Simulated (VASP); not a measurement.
Runs of VASP 6.6.1 on Te. The structure is that of space group P3_121 (No. 152), or close to it. The cells are those of the table. 

| cell | k mesh | gap on the mesh (eV) | pressure (GPa) | largest force (eV/Å) |
| --- | --- | --- | --- | --- |
| a = 4.297, b = 4.297, c = 5.904 Å, angles 90.0, 90.0, 120.0°, 3 atoms | 5 × 5 × 3 | 0.67 | 0.1 | 0.02 |
| a = 4.462, b = 4.462, c = 6.131 Å, angles 90.0, 90.0, 120.0°, 3 atoms | 8 × 8 × 5 | 0.45 | (a) | 0.34 |
| a = 4.297, b = 4.297, c = 5.904 Å, angles 90.0, 90.0, 120.0°, 3 atoms | 5 × 5 × 4 | (b) | 0.1 | 0.02 |
| a = 4.297, b = 4.297, c = 5.904 Å, angles 90.0, 90.0, 120.0°, 3 atoms | 7 × 7 × 5 | 0.40 | 0.0 | 0.02 |
| a = 4.408, b = 4.408, c = 6.058 Å, angles 90.0, 90.0, 120.0°, 3 atoms | 8 × 8 × 5 | 0.45 | -3.7 | 0.24 |

Alike in all rows: task single point; level LDA; potentials or basis VASP PAW LDA potentials, release 64 (Te); no spin polarisation; cutoff (eV) 520; smearing fermi-dirac 0.05 eV.

Question: Estimate the missing entries.

Answer: (a) -5.1; (b) 0.34.

Caveats: spin-orbit coupling is left out, which moves the levels of the heavy elements; an odd mesh through Γ misses points on the zone boundary, where band edges can lie; the cell stands under tension (at least some runs).

A k mesh can miss the band edges, and the runs leave out spin-orbit coupling on Te.
